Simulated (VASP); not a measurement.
Sc2TiTe3:

```xyz
6
Lattice="4.2044 0.0000 0.0000 -2.1022 3.6411 0.0000 0.0000 0.0000 10.3736" Properties=species:S:1:pos:R:3 pbc="T T T"
Sc    0.0000    2.4274    8.5269
Sc    2.1022    1.2137    1.8467
Ti    0.0000    0.0000    5.1868
Te    2.1022    1.2137    6.6802
Te    0.0000    0.0000    0.0000
Te    0.0000    2.4274    3.6934
```

* Program: VASP 6.6.1
* Task: relaxation of cell and atoms
* Functional: PBE
* Potentials or basis: VASP PAW PBE potentials, release 64 (Sc_sv, Ti_sv, Te)
* Cutoff: 600 eV
* k mesh: 6 × 6 × 2
* Occupations: gaussian, width 0.1 eV
* Spin: no spin polarisation

At the start: pressure -3.9 GPa; volume 26.47 Å³/atom.

Q: Where does the relaxation end?

A: Over 11 steps the energy falls by 40.5 meV/atom and the volume is 24.62 Å³/atom (-7.0 %); space group P-3m1 (No. 164, to 0.1 Å) before and after.

Step by step:
```csv
step,energy change (eV),largest force (eV/Å),pressure (GPa),volume (Å³)
1,0.0000,0.7692,-3.91,158.80
2,-0.1731,0.6641,1.79,144.41
3,-0.1820,0.6917,0.62,146.82
4,-0.2229,0.3524,0.40,147.03
5,-0.2377,0.1336,0.25,147.27
6,-0.2378,0.1267,0.26,147.26
7,-0.2399,0.0899,-0.22,148.27
8,-0.2399,0.0874,-0.24,148.34
9,-0.2419,0.0533,-0.12,148.02
10,-0.2428,0.0493,0.03,147.62
11,-0.2431,0.0251,0.01,147.71
```

Final structure:
```cif
data_structure
_symmetry_space_group_name_H-M 'P 1'
_symmetry_Int_Tables_number 1
_cell_length_a 4.1381
_cell_length_b 4.1381
_cell_length_c 9.9606
_cell_angle_alpha 90.000
_cell_angle_beta 90.000
_cell_angle_gamma 120.000
_cell_volume 147.71
loop_
_atom_site_label
_atom_site_type_symbol
_atom_site_fract_x
_atom_site_fract_y
_atom_site_fract_z
_atom_site_occupancy
Sc1 Sc 0.33333 0.66667 0.82384 1
Sc2 Sc 0.66667 0.33333 0.17616 1
Ti1 Ti 0.00000 0.00000 0.50000 1
Te1 Te 0.66667 0.33333 0.65511 1
Te2 Te 0.00000 0.00000 0.00000 1
Te3 Te 0.33333 0.66667 0.34489 1
```
